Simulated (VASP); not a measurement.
Ir, 2 atoms in the cell. The structure is cubic, space group Fd-3m (No. 227). Conventional cell: a = 5.509 Å, b = 5.509 Å, c = 5.509 Å, α = 90.00°, β = 90.00°, γ = 90.00°. Within 3.2 Å of Ir (site symmetry -43m) lie 4 Ir at 2.39 Å. This isn't the form of Ir at room conditions, which is fcc.

```yaml
Program: VASP 6.6.1
Task: single point
Functional: PBEsol
Potentials_or_basis: VASP PAW PBE potentials, release 64 (Ir)
Cutoff: 500 eV
k_mesh: 6 × 6 × 6
Occupations: gaussian, width 0.1 eV
Spin: no spin polarisation
Dipole_correction: no
Further_INCAR_settings: ALGO = Normal; EDIFF = 1e-06; NBANDS = 16
```

Potentials or basis: VASP PAW PBE potentials, release 64 (Ir).

Command:

```sh
$ cat potpaw_PBE.64/Ir/POTCAR > POTCAR
$ mpirun -np 1 vasp_std > vasp.out
```

Hardware: 1 thread of Intel(R) Xeon(R) Platinum 8559C (Emerald Rapids), with other jobs on the host.

Q: Estimate the wall time of this run.

A: It took 7.8 s on 1 thread of Intel(R) Xeon(R) Platinum 8559C (Emerald Rapids) (shared host), peak memory 0.15 GiB. Counts: scf iterations 11, k points 16.
